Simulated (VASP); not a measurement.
Ti5C4 (a cell with a defect), 9 atoms in the cell. The cell holds a defect, 9 atoms: a = 4.333 Å, b = 4.333 Å, c = 4.333 Å, α = 90.00°, β = 90.00°, γ = 90.00°.  This cell differs from its parent crystal: with an interstitial atom, then relaxed in part.

| Quantity | Value |
| --- | --- |
| Program | VASP 6.6.1 |
| Task | single point |
| Functional | PBE |
| Potentials or basis | VASP PAW PBE potentials, release 64 (Ti_sv, C_h) |
| Cutoff | 1000 eV |
| k mesh | 6 × 6 × 6, shifted |
| Occupations | gaussian, width 0.1 eV |
| Spin | no spin polarisation |
| Dipole correction | no |
| Further INCAR settings | ALGO = Normal; EDIFF = 1e-06; NBANDS = 48 |

Potentials or basis: VASP PAW PBE potentials, release 64 (Ti_sv, C_h).

The run is started by

```console
$ cat potpaw_PBE.64/Ti_sv/POTCAR potpaw_PBE.64/C_h/POTCAR > POTCAR
$ mpirun -np 1 vasp_std > vasp.out
```

Hardware: 1 thread of AMD EPYC 7R43 64-Core Processor (Zen 3), with other jobs on the host.

Question: How long does it take, and how much memory?

Answer: Wall time 3.9 min on 1 thread of AMD EPYC 7R43 64-Core Processor (Zen 3), on a shared host, peak memory 0.31 GiB. Counts: scf iterations 17, k points 10.
